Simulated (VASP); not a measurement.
# Ni3O4 (Cmmm) in VASP: further runs, part 2 of 2

VASP 6.6.1. The steps go on from the part before.

### Step 4. Single point, PBEsol (strain -0.015 along x and y, -0.015 along z)

Input file INCAR:

```
ALGO = Normal
EDIFF = 1E-6
ENCUT = 520
GGA = PS
ISIF = 2
ISMEAR = 0
LASPH = True
LCHARG = False
LREAL = False
LWAVE = False
NBANDS = 36
NELM = 100
PREC = Accurate
SIGMA = 0.15
```

Input file KPOINTS:

```
k-points
0
Gamma
  8 8 14
```

Input file POSCAR:

```
Ni3O4
1.0
    2.8803688728     -3.8649663245      0.0000000000
    2.8803688728      3.8649663245      0.0000000000
    0.0000000000      0.0000000000      2.8045556269
Ni O
3 4
Direct
    0.5000000000      0.0000000000      0.5000000000
    0.0000000000      0.5000000000      0.5000000000
    0.0000000000      0.0000000000      0.0000000000
    0.7878888826      0.7878888826      0.5000000000
    0.2121111174      0.2121111174      0.5000000000
    0.2371644473      0.7628355527      0.0000000000
    0.7628355527      0.2371644473      0.0000000000
```

On the command line:

```sh
> cat potpaw_PBE.64/Ni/POTCAR potpaw_PBE.64/O/POTCAR > POTCAR
> mpirun -np 1 vasp_std > vasp.out
```

Wall time 3.5 min (1 thread of Intel Xeon 6975P-C (Granite Rapids), shared host); peak memory 0.38 GiB.

The run converged. Its results:

```
Free energy            : -44.1507 eV
Pressure               : 11.9 GPa
Largest force          : 0.562 eV/Å
Band gap on the k mesh : zero (bands 27 and 28 overlap by 0.34 eV)
```

Forces on the atoms (eV/Å):
```
Ni   0.000  0.000  0.000
Ni   0.000  0.000  0.000
Ni   0.000  0.000  0.000
O   -0.562  0.000  0.000
O    0.562  0.000  0.000
O    0.000 -0.488  0.000
O    0.000  0.488  0.000
```

Stress tensor (GPa, compression positive):
```
10.88  0.00  0.00
 0.00 12.70  0.00
 0.00  0.00 12.13
```

Levels at points of the mesh, in eV from the Fermi level:
```tsv
k point	band 25	band 26	band 27	band 28	band 29	band 30
(0.00, 0.00, 0.00)	-1.15	-1.10	-0.80	0.76	1.07	1.45
(0.50, 0.00, 0.00)	-1.06	0.07	0.11	0.18	0.21	0.76
(0.50, 0.50, 0.00)	-1.06	-0.84	-0.35	-0.13	-0.06	0.72
(0.00, 0.00, 0.50)	-0.93	-0.59	-0.24	0.05	0.18	0.31
(0.50, 0.00, 0.50)	-0.89	0.09	0.15	0.17	0.26	0.58
(0.50, 0.50, 0.50)	-0.91	-0.91	-0.71	0.68	0.80	1.54
```

Caveat: the cell differs from its parent crystal (strain -0.015 along x and y, -0.015 along z); the cell stands under pressure; the PAW data sets were made with another functional, which shifts forces and pressure a little; the run has no spin polarisation, though such a crystal can be magnetic; semilocal functionals often make such compounds metallic where correlation or magnetic order opens a gap, which also shifts bond lengths. Spin polarisation is off, so any magnetic state and its effect on volume and gap are missing.

### Step 5. Single point, PBEsol (strain -0.030 along x and y, +0.030 along z)

Input file INCAR:

```
PREC = Accurate
ENCUT = 520
EDIFF = 1E-6
ISMEAR = 0
SIGMA = 0.15
LREAL = F
LASPH = T
NELM = 80
ALGO = Normal
ISIF = 2
LWAVE = F
LCHARG = T
GGA = PS
LELF = T
LVHAR = T
NBANDS = 36
```

Input file KPOINTS:

```
regular mesh
0
Gamma
  8 8 14
```

Edit POSCAR of step 4 so:

```diff
@@ -2,5 +2,5 @@
 1.0
-    2.8803688728     -3.8649663245      0.0000000000
-    2.8803688728      3.8649663245      0.0000000000
-    0.0000000000      0.0000000000      2.8045556269
+    2.8365053875     -3.8061089693      0.0000000000
+    2.8365053875      3.8061089693      0.0000000000
+    0.0000000000      0.0000000000      2.9326825337
 Ni O
```

On the command line:

```sh
> cat potpaw_PBE.64/Ni/POTCAR potpaw_PBE.64/O/POTCAR > POTCAR
> mpirun -np 1 vasp_std > vasp.out
```

Wall time 3.6 min (1 thread of Intel Xeon 6975P-C (Granite Rapids), shared host); peak memory 0.38 GiB.

Results (log left out):

- Free energy: -44.1336 eV
- Pressure: 8.0 GPa
- Largest force: 0.754 eV/Å
- Band gap on the k mesh: zero (bands 27 and 28 overlap by 0.38 eV)

Forces in eV/Å, atoms in the order of the input:
```
Ni   0.000  0.000  0.000
Ni   0.000  0.000  0.000
Ni   0.000  0.000  0.000
O   -0.334  0.000  0.000
O    0.334  0.000  0.000
O    0.000 -0.754  0.000
O    0.000  0.754  0.000
```

Stress tensor (GPa, compression positive):
```
 7.70  0.00  0.00
 0.00 14.55  0.00
 0.00  0.00  1.71
```

Levels at points of the mesh, in eV from the Fermi level:
| k point | band 25 | band 26 | band 27 | band 28 | band 29 | band 30 |
| --- | --- | --- | --- | --- | --- | --- |
| (0.00, 0.00, 0.00) | -1.18 | -0.85 | -0.73 | 0.83 | 1.03 | 1.43 |
| (0.50, 0.00, 0.00) | -1.00 | 0.05 | 0.17 | 0.19 | 0.30 | 0.82 |
| (0.50, 0.50, 0.00) | -0.80 | -0.80 | -0.25 | -0.10 | -0.01 | 0.62 |
| (0.00, 0.00, 0.50) | -0.93 | -0.63 | -0.24 | 0.09 | 0.23 | 0.24 |
| (0.50, 0.00, 0.50) | -1.03 | 0.02 | 0.09 | 0.14 | 0.20 | 0.62 |
| (0.50, 0.50, 0.50) | -1.01 | -0.91 | -0.73 | 0.56 | 0.97 | 1.33 |

Caveat: the cell differs from its parent crystal (strain -0.030 along x and y, +0.030 along z); the cell stands under pressure; the PAW data sets were made with another functional, which shifts forces and pressure a little; the run has no spin polarisation, though such a crystal can be magnetic; semilocal functionals often make such compounds metallic where correlation or magnetic order opens a gap, which also shifts bond lengths. Spin polarisation is off, so any magnetic state and its effect on volume and gap are missing.

### Step 6. Single point, PBEsol (strain +0.000 along x and y, -0.030 along z)

Input file INCAR:

```
PREC = Accurate
ENCUT = 520
EDIFF = 1E-6
ISMEAR = 0
SIGMA = 0.15
LREAL = F
LASPH = T
NELM = 60
ALGO = Normal
ISIF = 2
LWAVE = F
LCHARG = F
GGA = PS
NBANDS = 36
```

KPOINTS is that of step 5.

Edit POSCAR of step 5 so:

```diff
@@ -2,5 +2,5 @@
 1.0
-    2.8365053875     -3.8061089693      0.0000000000
-    2.8365053875      3.8061089693      0.0000000000
-    0.0000000000      0.0000000000      2.9326825337
+    2.9242323582     -3.9238236797      0.0000000000
+    2.9242323582      3.9238236797      0.0000000000
+    0.0000000000      0.0000000000      2.7618466579
 Ni O
```

Potentials or basis: VASP PAW PBE potentials, release 64 (Ni, O).

On the command line:

```sh
> cat potpaw_PBE.64/Ni/POTCAR potpaw_PBE.64/O/POTCAR > POTCAR
> mpirun -np 1 vasp_std > vasp.out
```

Wall time 3.2 min (1 thread of Intel Xeon 6975P-C (Granite Rapids), shared host); peak memory 0.39 GiB.

Results (log left out):

| Property | Result |
| --- | --- |
| Free energy | -44.1865 eV |
| Pressure | 8.0 GPa |
| Largest force | 0.432 eV/Å |
| Band gap on the k mesh | zero (bands 27 and 28 overlap by 0.40 eV) |

Forces in eV/Å, atoms in the order of the input:
```
Ni   0.000  0.000  0.000
Ni   0.000  0.000  0.000
Ni   0.000  0.000  0.000
O   -0.432  0.000  0.000
O    0.432  0.000  0.000
O    0.000 -0.177  0.000
O    0.000  0.177  0.000
```

Stress tensor (GPa, compression positive):
```
 6.76  0.00  0.00
 0.00  5.64  0.00
 0.00  0.00 11.55
```

Levels at points of the mesh, in eV from the Fermi level:
| k point | band 25 | band 26 | band 27 | band 28 | band 29 | band 30 |
| --- | --- | --- | --- | --- | --- | --- |
| (0.00, 0.00, 0.00) | -1.18 | -1.11 | -0.80 | 0.72 | 1.10 | 1.43 |
| (0.50, 0.00, 0.00) | -1.03 | 0.07 | 0.10 | 0.16 | 0.19 | 0.72 |
| (0.50, 0.50, 0.00) | -0.99 | -0.81 | -0.37 | -0.18 | -0.06 | 0.79 |
| (0.00, 0.00, 0.50) | -0.91 | -0.57 | -0.22 | 0.00 | 0.19 | 0.45 |
| (0.50, 0.00, 0.50) | -0.77 | 0.04 | 0.17 | 0.21 | 0.30 | 0.54 |
| (0.50, 0.50, 0.50) | -0.85 | -0.75 | -0.70 | 0.72 | 0.76 | 1.61 |

Caveat: the cell differs from its parent crystal (strain +0.000 along x and y, -0.030 along z); the cell stands under pressure; the PAW data sets were made with another functional, which shifts forces and pressure a little; the run has no spin polarisation, though such a crystal can be magnetic; semilocal functionals often make such compounds metallic where correlation or magnetic order opens a gap, which also shifts bond lengths.

### Step 7. Summary

```tsv
cell	gap on the mesh (eV)	pressure (GPa)	largest force (eV/Å)
a = 5.040, b = 5.040, c = 2.933 Å, angles 90.0, 90.0, 106.6°, 7 atoms	none	-16.2	0.75
a = 4.747, b = 4.747, c = 2.890 Å, angles 90.0, 90.0, 106.6°, 7 atoms	none	11.9	0.81
a = 4.820, b = 4.820, c = 2.805 Å, angles 90.0, 90.0, 106.6°, 7 atoms	none	11.9	0.56
a = 4.747, b = 4.747, c = 2.933 Å, angles 90.0, 90.0, 106.6°, 7 atoms	none	8.0	0.75
a = 4.894, b = 4.894, c = 2.762 Å, angles 90.0, 90.0, 106.6°, 7 atoms	none	8.0	0.43
```

Alike in all rows: task single point; level PBEsol; potentials or basis VASP PAW PBE potentials, release 64 (Ni, O); no spin polarisation; k mesh 8 × 8 × 14; cutoff (eV) 520; smearing gaussian 0.15 eV.

Caveats: the PAW data sets were made with another functional, which shifts forces and pressure a little; the run has no spin polarisation, though such a crystal can be magnetic; semilocal functionals often make such compounds metallic where correlation or magnetic order opens a gap, which also shifts bond lengths; the cell stands under pressure (at least some runs); the cell stands under tension (at least some runs).

Absolute energies hang on the potentials; compare differences alone.
